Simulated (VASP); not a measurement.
A run of VASP 6.6.1 is set up as follows.

The input INCAR:

```
PREC = Accurate
ENCUT = 520
EDIFF = 1E-7
ISMEAR = 0
SIGMA = 0.05
LREAL = F
LASPH = T
NELM = 100
ALGO = Normal
ISIF = 2
LWAVE = F
LCHARG = F
GGA = PS
NBANDS = 20
```

KPOINTS

```
regular mesh
0
Gamma
  12 12 2
```

Contents of POSCAR:

```
WSe2
1.0
    3.2702526784      0.0000000000      0.0000000000
   -1.6351263392      2.8321218963      0.0000000000
    0.0000000000      0.0000000000     16.6612169706
W Se
1 2
Direct
    0.0000000000      0.0000000000      0.0270088314
    0.3333333333      0.6666666667      0.1003992721
    0.3333333333      0.6666666667      0.8996007279
```

Potentials or basis: VASP PAW PBE potentials, release 64 (W_sv, Se).

Launch:

```bash
$ cat potpaw_PBE.64/W_sv/POTCAR potpaw_PBE.64/Se/POTCAR > POTCAR
$ mpirun -np 1 vasp_std > vasp.out
```

(1) Predict the band gap on the k mesh.

(2) Estimate the largest force.

Results:

(1) zero (bands 13 and 14 overlap by 0.27 eV).

(2) 10.781 eV/Å.

Caveat: the cell differs from its parent crystal (atom 1 (W) moved +0.450 Å along Cartesian [0 0 1]); the PAW data sets were made with another functional, which shifts forces and pressure a little; spin-orbit coupling is left out, which moves the levels of the heavy elements.
